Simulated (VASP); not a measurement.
# Ta (Im-3m) in VASP: a series of runs, part 2 of 2

VASP 6.6.1. The steps go on from the part before.

## Step 4: Single point, BLYP+D4

This run uses another cell than the first one, of 18.33 Å³/atom, 1.083 times its volume.

File INCAR:

```
SYSTEM = Ta
PREC = Accurate
ENCUT = 520
EDIFF = 1E-6
ISMEAR = -1
SIGMA = 0.05
LREAL = .FALSE.
LASPH = .TRUE.
NELM = 80
ALGO = Normal
ISIF = 2
LWAVE = .FALSE.
LCHARG = .FALSE.
GGA = B5
ALDAX = 1.0
AGGAX = 1.0
AGGAC = 1.0
ALDAC = 0.0
IVDW = 13
VDW_S6 = 1.0
VDW_S8 = 2.34076671
VDW_A1 = 0.44488865
VDW_A2 = 4.0933009
NBANDS = 12
```

File KPOINTS:

```
regular mesh
0
G
  11 11 11
  0 0 0
```

File POSCAR:

```
Ta
1.0
   -1.6609459999      1.6609459999      1.6609459999
    1.6609459999     -1.6609459999      1.6609459999
    1.6609459999      1.6609459999     -1.6609459999
Ta
1
Direct
    0.0000000000      0.0000000000      0.0000000000
```

Potentials or basis: VASP PAW PBE potentials, release 64 (Ta_pv).

Command:

```console
> cat potpaw_PBE.64/Ta_pv/POTCAR > POTCAR
> mpirun -np 1 vasp_std > vasp.out
```

OUTCAR:

```text
SYSTEM = Ta
   PREC = Accurate
   ENCUT = 520
   EDIFF = 1E-6
   ISMEAR = -1
   LREAL = .FALSE.
   LASPH = .TRUE.
   NELM = 80
   ISIF = 2
   GGA = B5
   IVDW = 13

 ion  position               nearest neighbor table
   1  0.000  0.000  0.000-

  LATTYP: Found a body centered cubic cell.
 ALAT       =     3.3218919998

  Lattice vectors:

 A1 = (  -1.6609459999,   1.6609459999,   1.6609459999)
 A2 = (   1.6609459999,  -1.6609459999,   1.6609459999)
 A3 = (   1.6609459999,   1.6609459999,  -1.6609459999)

Analysis of symmetry for initial positions (statically):
=====================================================================
 Subroutine PRICEL returns:
 Original cell was already a primitive cell.

 Routine SETGRP: Setting up the symmetry group for a
 body centered cubic supercell.

 Subroutine GETGRP returns: Found 48 space group operations
 (whereof 48 operations were pure point group operations)
 out of a pool of 48 trial point group operations.

The static configuration has the point symmetry O_h .

Analysis of symmetry for dynamics (positions and initial velocities):
=====================================================================
 Subroutine PRICEL returns:
 Original cell was already a primitive cell.

 Routine SETGRP: Setting up the symmetry group for a
 body centered cubic supercell.

 Subroutine GETGRP returns: Found 48 space group operations
 (whereof 48 operations were pure point group operations)
 out of a pool of 48 trial point group operations.

The dynamic configuration has the point symmetry O_h .

 Subroutine INISYM returns: Found 48 space group operations
 (whereof 48 operations are pure point group operations),
 and found     1 'primitive' translations

----------------------------------------------------------------------------------------

                                     Primitive cell

  volume of cell :      18.3285

  direct lattice vectors                    reciprocal lattice vectors
    -1.660946000  1.660946000  1.660946000     0.000000000  0.301033267  0.301033267
     1.660946000 -1.660946000  1.660946000     0.301033267  0.000000000  0.301033267
     1.660946000  1.660946000 -1.660946000     0.301033267  0.301033267  0.000000000

  length of vectors
     2.876842860  2.876842860  2.876842860     0.425725328  0.425725328  0.425725328

  position of ions in fractional coordinates (direct lattice)
     0.000000000  0.000000000  0.000000000

  ion indices of the primitive-cell ions
   primitive index   ion index
                 1           1

----------------------------------------------------------------------------------------

 KPOINTS: regular mesh

Automatic generation of k-mesh.
 Grid dimensions read from file:
 generate k-points for:   11   11   11

 Generating k-lattice:

  Cartesian coordinates                     Fractional coordinates (reciprocal lattice)
     0.000000000  0.027366661  0.027366661     0.090909091  0.000000000  0.000000000
     0.027366661  0.000000000  0.027366661     0.000000000  0.090909091  0.000000000
     0.027366661  0.027366661  0.000000000     0.000000000  0.000000000  0.090909091

  Length of vectors
     0.038702303  0.038702303  0.038702303

  Shift w.r.t. Gamma in fractional coordinates (k-lattice)
     0.000000000  0.000000000  0.000000000

 Subroutine IBZKPT returns following result:
 ===========================================

 Found     56 irreducible k-points:

 Following reciprocal coordinates:
            Coordinates               Weight
  0.000000  0.000000  0.000000      1.000000
  0.090909  0.000000  0.000000     12.000000
  0.181818  0.000000  0.000000     12.000000
  0.272727  0.000000  0.000000     12.000000
  0.363636  0.000000  0.000000     12.000000
  0.454545  0.000000  0.000000     12.000000
[... 16 lines left out ...]
  0.272727  0.181818  0.090909     48.000000
  0.363636  0.181818  0.090909     24.000000
 [... further k-points ...]
   k-points           NKPTS =     56   k-points in BZ     NKDIM =     56   number of bands    NBANDS=     12
   number of dos      NEDOS =    301   number of ions     NIONS =      1
   total plane-waves  NPLWV =  13824
   dimension x,y,z NGX =    24 NGY =   24 NGZ =   24
   dimension x,y,z NGXF=    48 NGYF=   48 NGZF=   48
   ions per type =               1
   NGX,Y,Z   is equivalent  to a cutoff of  13.87, 13.87, 13.87 a.u.
   NGXF,Y,Z  is equivalent  to a cutoff of  27.74, 27.74, 27.74 a.u.
 SYSTEM =  Ta
   PREC   = accura    normal or accurate (medium, high low for compatibility)
   ISTART =      0    job   : 0-new  1-cont  2-samecut
   ICHARG =      2    charge: 1-file 2-atom 10-const
   ISPIN  =      1    spin polarized calculation?
   LNONCOLLINEAR =      F non collinear calculations
   LSORBIT =      F    spin-orbit coupling
   LASPH  =      T    aspherical Exc in radial PAW
   ENCUT  =  520.0 eV  38.22 Ry    6.18 a.u.   5.35  5.35  5.35*2*pi/ulx,y,z
   NELM   =     80;   NELMIN=  2; NELMDL= -5     # of ELM steps
   EDIFF  = 0.1E-05   stopping-criterion for ELM
   LREAL  =      F    real-space projection
   EDIFFG = 0.1E-04   stopping-criterion for IOM
   NSW    =      0    number of steps for IOM
   IBRION =     -1    ionic relax: 0-MD 1-quasi-New 2-CG
   NFREE  =      0    steps in history (QN), initial steepest desc. (CG)
   ISIF   =      2    stress and relaxation
   ISYM   =      2    0-nonsym 1-usesym 2-fastsym
   POTIM  = 0.5000    time-step for ionic-motion
   TEBEG  =    0.0;   TEEND  =   0.0 temperature during run
   PSTRESS=    0.0 pullay stress
   NELECT =      11.0000    total number of electrons
   NUPDOWN=      -1.0000    fix difference up-down
   EMIN   =  10.00;   EMAX   =-10.00  energy-range for DOS
   EFERMI =   0.00;   METHOD = LEGACY
   ISMEAR =    -1;   SIGMA  =   0.05  broadening in eV -4-tet -1-fermi 0-gaus
   EFERMI_NEDOS =   21; number of points for ismear=-14 and -15
   IALGO  =     38    algorithm
   IMIX   =      4    mixing-type and parameters
     AMIX     =   0.40;   BMIX     =  1.00
     AMIX_MAG =   1.60;   BMIX_MAG =  1.00
  volume/ion in A,a.u.               =      18.33       123.69
  Fermi-wavevector in a.u.,A,eV,Ry     =   1.380904  2.609531 25.944901  1.906896
  Thomas-Fermi vector in A             =   2.505738
   LORBIT       =      0    0 simple, 1 ext, 2 COOP (PROOUT), +10 PAW based schemes
   GGA     = B5    functional components
   LHFCALC =     F    Hartree Fock is set to
   AEXX    =    0.0000 exact exchange contribution
   IVDW    =    13    specifies the selected vdW correction
   LEPSILON=     F    determine dielectric tensor
   LRPA    =     F    only Hartree local field effects (RPA)
 non-spin polarized calculation
  energy-cutoff  :      520.00
  volume of cell :       18.33
 maximum number of plane-waves:       531
 NGX is ok and might be reduce to    24
   NGX = 11   NGY = 11   NGZ = 11

 number of electron      11.0000000 magnetization

 Free energy of the ion-electron system (eV)
  ---------------------------------------------------
  ext. energy  EPLUGINS =         0.00000000
  ---------------------------------------------------
  free energy    TOTEN  =       -10.29389916 eV

  energy without entropy =      -10.28561498  energy(sigma->0) =      -10.28975707

 E-fermi :   5.9186     XC(G=0): -11.9093

 val. band max:        5.8775349651   @ k =  -0.4545  -0.4545   0.0909
 cond. band min:       5.9798943180   @ k =  -0.1818   0.2727   0.0909
 fundamental gap:      0.1023593529
 Fermi energy:         5.9186415805

 k-point     1 :       0.0000    0.0000    0.0000
  band No.  band energies     occupation
      1     -27.1041      2.00000
      2     -27.1041      2.00000
      3     -27.1041      2.00000
      4      -1.7763      2.00000
      5       6.5352      0.00001
      6       6.5352      0.00001
      7       6.5352      0.00001
      8       9.7584      0.00000
      9       9.7584      0.00000
     10      19.9402      0.00000
     11      21.0138      0.00000
     12      21.0138      0.00000
[... 331 lines left out ...]
 k-point    24 :       0.3636    0.1818    0.0909
  band No.  band energies     occupation
      1     -28.0364      2.00000
      2     -27.6190      2.00000
      3     -27.2888      2.00000
      4       3.1612      2.00000
      5       4.3497      2.00000
      6       6.0336      0.18236
      7      10.1371      0.00000
      8      10.6807      0.00000
      9      14.7951      0.00000
     10      15.8149      0.00000
     11      19.2744      0.00000
     12      19.9523      0.00000

 [... further k-points ...]

------------------------ aborting loop because EDIFF is reached ----------------------------------------

  DFT-D4 for vdW energy calculation

  Edisp (eV):   -0.57411

  FORCE on cell =-STRESS in cart. coord.  units (eV):
  Direction    XX          YY          ZZ          XY          YZ          ZX
  --------------------------------------------------------------------------------------
  -------------------------------------------------------------------------------------
  Total       0.11761     0.11761     0.11761     0.00000    -0.00000     0.00000
  in kB      10.28105    10.28105    10.28105     0.00000    -0.00000     0.00000
  external pressure =       10.28 kB  Pullay stress =        0.00 kB

 VOLUME and BASIS-vectors are now :
 -----------------------------------------------------------------------------
  energy-cutoff  :      520.00
  volume of cell :       18.33
      direct lattice vectors                 reciprocal lattice vectors
    -1.660946000  1.660946000  1.660946000     0.000000000  0.301033267  0.301033267
     1.660946000 -1.660946000  1.660946000     0.301033267  0.000000000  0.301033267
     1.660946000  1.660946000 -1.660946000     0.301033267  0.301033267  0.000000000

 POSITION                                       TOTAL-FORCE (eV/Angst)
 -----------------------------------------------------------------------------------
      0.00000      0.00000      0.00000        -0.000000     -0.000000      0.000000
 -----------------------------------------------------------------------------------
    total drift:                                0.000000      0.000000     -0.000000

  FREE ENERGIE OF THE ION-ELECTRON SYSTEM (eV)
  ---------------------------------------------------
  free  energy   TOTEN  =       -10.8680125865 eV

  energy  without entropy=      -10.8597284107  energy(sigma->0) =      -10.86387050
```

OSZICAR:

```text
N       E                     dE             d eps       ncg     rms          rms(c)
DAV:   1     0.613128692022E+02    0.61313E+02   -0.61909E+03  1344   0.884E+02
DAV:   2    -0.974262278286E+01   -0.71055E+02   -0.69179E+02  1516   0.242E+02
DAV:   3    -0.107086436671E+02   -0.96602E+00   -0.95917E+00  1592   0.270E+01
DAV:   4    -0.107112137711E+02   -0.25701E-02   -0.25699E-02  1500   0.154E+00
DAV:   5    -0.107112218099E+02   -0.80387E-05   -0.80384E-05  1572   0.842E-02    0.129E+01
DAV:   6    -0.103855287651E+02    0.32569E+00   -0.27678E-01  1552   0.562E+00    0.619E+00
DAV:   7    -0.102942076786E+02    0.91321E-01   -0.23790E-01  1548   0.484E+00    0.344E-01
DAV:   8    -0.102939266995E+02    0.28098E-03   -0.60901E-03  1396   0.708E-01    0.805E-02
DAV:   9    -0.102939035385E+02    0.23161E-04   -0.93772E-05  1600   0.107E-01    0.288E-02
DAV:  10    -0.102938992793E+02    0.42591E-05   -0.10854E-05  1448   0.349E-02    0.313E-03
DAV:  11    -0.102938991603E+02    0.11906E-06   -0.16866E-07   804   0.472E-03
   1 F= -.10868013E+02 E0= -.10863870E+02  d E =-.828418E-02
```

It took 16 s on 1 thread of Intel Xeon 8259CL, shared host; peak memory 0.15 GiB.

What came out:

* Free energy: -10.8680 eV
* Pressure: 1.0 GPa
* Dispersion energy per atom: -0.574 eV

Levels at points of the mesh, in eV from the Fermi level:
| k point | band 2 | band 3 | band 4 | band 5 | band 6 | band 7 | band 8 | band 9 |
| --- | --- | --- | --- | --- | --- | --- | --- | --- |
| (0.00, 0.00, 0.00) | -33.02 | -33.02 | -7.69 | 0.62 | 0.62 | 0.62 | 3.84 | 3.84 |

Caveat: the PAW data sets were made with another functional, which shifts forces and pressure a little; spin-orbit coupling is left out, which moves the levels of the heavy elements; pairwise dispersion overbinds metals, which lowers pressure and volume.

## Step 5: Overview

| level | potentials or basis | cell | cutoff (eV) | second run | gap on the mesh (eV) | pressure (GPa) |
| --- | --- | --- | --- | --- | --- | --- |
| LDA | VASP PAW LDA potentials, release 64 (Ta_sv_GW) | a = 2.802 Å, angles 109.5°, 1 atom | 500 | valence_matched | none | 3.1 |
| LDA | VASP PAW LDA potentials, release 64 (Ta_sv_GW) | a = 2.817 Å, angles 109.5°, 1 atom | 500 | valence_matched | none | -0.7 |
| BLYP+D4 | VASP PAW PBE potentials, release 64 (Ta_pv) | a = 2.877 Å, angles 109.5°, 1 atom | 520 | - | none | 1.0 |

Alike in all rows: task single point; no spin polarisation; k mesh 11 × 11 × 11; smearing fermi-dirac 0.05 eV.

Caveats: spin-orbit coupling is left out, which moves the levels of the heavy elements; the PAW data sets were made with another functional, which shifts forces and pressure a little (some runs); pairwise dispersion overbinds metals, which lowers pressure and volume (some runs).

Absolute energies hang on the potentials; compare differences alone.
